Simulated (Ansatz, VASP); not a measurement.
## One calculation of As, two programs

INCAR

```
PREC = Accurate ; ENCUT = 520
EDIFF = 1E-6 ; ISMEAR = 0
SIGMA = 0.15 ; LREAL = F
LASPH = T ; NELM = 80
ALGO = Normal ; ISIF = 2
LWAVE = F ; LCHARG = F
GGA = PS ; NBANDS = 12
```

KPOINTS

```
Automatic mesh
0
Gamma
  18 18 18
```

Contents of POSCAR:

```
As
1.0
    1.7689119648      1.0212817990      3.9362821901
   -1.7689119648      1.0212817990      3.9362821901
    0.0000000000     -2.0425635981      3.9362821901
As
2
Direct
    0.2275400000      0.2275400000      0.2275400000
    0.7724600000      0.7724600000      0.7724600000
```

Input for Ansatz:

```yaml
crystal:
  lattice:
    - [1.7689119648, 1.021281799, 3.9362821901]
    - [-1.7689119648, 1.021281799, 3.9362821901]
    - [0.0, -2.0425635981, 3.9362821901]
  atoms:
    - { symbol: As, position: [0.22754, 0.22754, 0.22754] }
    - { symbol: As, position: [0.77246, 0.77246, 0.77246] }
basis:
  ecutwfc: 420
kpoints:
  mp_grid: { grid: [18, 18, 18] }
hamiltonian:
  xc: pbesol
scf:
  occupations: { method: gaussian, width: 0.15 }
output:
  forces: true
  stress: true
  eigenvalues: true
```

Alike in both runs: task single point; functional PBEsol; k mesh 18 × 18 × 18; occupations gaussian, width 0.15 eV; no spin polarisation.

|  | VASP | Ansatz |
| --- | --- | --- |
| version | VASP 6.6.1 | Ansatz 0.2.0 |
| potentials or method | VASP PAW PBE potentials, release 64 (As), cutoff 520 eV | scalar-relativistic, plane waves, PAW |
| valence electrons in the cell | 10 | 30 |

Ansatz gave:

- gap on the k mesh at the Fermi level (eV): none
- pressure (GPa): 1.6
- traceless stress, the component that is largest in VASP (GPa): -4.87
- rms of the force components (eV/Å): 0.259

Question: What did VASP give for the same quantities?

Answer: gap on the k mesh at the Fermi level (eV): none; pressure (GPa): 2.1; traceless stress, the component that is largest in VASP (GPa): -4.83; rms of the force components (eV/Å): 0.207.

VASP's potentials were made for PBE, not for PBEsol. Atom by atom the forces differ by 0.052 eV/Å (rms over components). A gap of «none» marks a metal or a gap that the smearing closes. VASP's potentials hold 10 valence electrons a cell and Ansatz's 30, so a difference there can come from the potentials and not from the codes.
